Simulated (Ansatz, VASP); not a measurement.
Cd: VASP beside Ansatz

File POSCAR:

```
Cd
1.0
    3.6013798690      2.0792576368      6.1418010145
   -3.6013798690      2.0792576368      6.1418010145
    0.0000000000     -4.1585152735      6.1418010145
Cd
12
Direct
    0.0101900000      0.6536100000      0.0101900000
    0.0101900000      0.0101900000      0.6536100000
    0.6536100000      0.0101900000      0.0101900000
    0.9898100000      0.3463900000      0.9898100000
    0.3463900000      0.9898100000      0.9898100000
    0.9898100000      0.9898100000      0.3463900000
    0.2211800000      0.6306000000      0.2211800000
    0.2211800000      0.2211800000      0.6306000000
    0.6306000000      0.2211800000      0.2211800000
    0.7788200000      0.3694000000      0.7788200000
    0.3694000000      0.7788200000      0.7788200000
    0.7788200000      0.7788200000      0.3694000000
```

Contents of INCAR.step1:

```
ALGO = Normal
EDIFF = 1E-4
ENCUT = 520
GGA = PE
ISMEAR = 0
LASPH = True
LCHARG = False
LREAL = False
LWAVE = True
NBANDS = 84
NELM = 100
PREC = Accurate
SIGMA = 0.1
```

The input INCAR.step2:

```
ALGO = Normal
EDIFF = 1E-6
ENCUT = 520
ISIF = 2
ISMEAR = 0
ISTART = 1
LASPH = True
LCHARG = False
LMIXTAU = True
LREAL = False
LWAVE = False
METAGGA = R2SCAN
NBANDS = 84
NELM = 100
PREC = Accurate
SIGMA = 0.1
```

KPOINTS

```
k-points
0
Gamma
  3 3 3
```

Input for Ansatz:

```yaml
crystal:
  lattice:
    - [3.601379869, 2.0792576368, 6.1418010145]
    - [-3.601379869, 2.0792576368, 6.1418010145]
    - [0.0, -4.1585152735, 6.1418010145]
  atoms:
    - { symbol: Cd, position: [0.01019, 0.65361, 0.01019] }
    - { symbol: Cd, position: [0.01019, 0.01019, 0.65361] }
    - { symbol: Cd, position: [0.65361, 0.01019, 0.01019] }
    - { symbol: Cd, position: [0.98981, 0.34639, 0.98981] }
    - { symbol: Cd, position: [0.34639, 0.98981, 0.98981] }
    - { symbol: Cd, position: [0.98981, 0.98981, 0.34639] }
    - { symbol: Cd, position: [0.22118, 0.6306, 0.22118] }
    - { symbol: Cd, position: [0.22118, 0.22118, 0.6306] }
    - { symbol: Cd, position: [0.6306, 0.22118, 0.22118] }
    - { symbol: Cd, position: [0.77882, 0.3694, 0.77882] }
    - { symbol: Cd, position: [0.3694, 0.77882, 0.77882] }
    - { symbol: Cd, position: [0.77882, 0.77882, 0.3694] }
basis:
  ecutwfc: 500
kpoints:
  mp_grid: { grid: [3, 3, 3] }
hamiltonian:
  xc: r2scan
scf:
  occupations: { method: gaussian, width: 0.1 }
  lower_state_search: "off"
output:
  forces: true
  stress: true
  eigenvalues: true
```

Alike in both runs: task single point; functional r2SCAN; k mesh 3 × 3 × 3; occupations gaussian, width 0.1 eV; no spin polarisation.

|  | VASP | Ansatz |
| --- | --- | --- |
| version | VASP 6.6.1 | Ansatz 0.2.0 |
| potentials or method | VASP PAW PBE potentials, release 64 (Cd), cutoff 520 eV | scalar-relativistic, plane waves, PAW |
| valence electrons in the cell | 144 | 240 |

|  | VASP | Ansatz | Ansatz less VASP |
| --- | --- | --- | --- |
| gap on the k mesh at the Fermi level (eV) | none | none | - |
| pressure (GPa) | 25.0 | 23.6 | -1.38 |
| traceless stress, the component that is largest in VASP (GPa) | 4.56 | 4.39 | -0.176 |
| rms of the force components (eV/Å) | 1.736 | 1.664 | -0.0723 |

VASP's potentials were made for PBE, not for r2SCAN. Atom by atom the forces differ by 0.073 eV/Å (rms over components). A gap of «none» marks a metal or a gap that the smearing closes. VASP's potentials hold 144 valence electrons a cell and Ansatz's 240, so a difference there can come from the potentials and not from the codes.
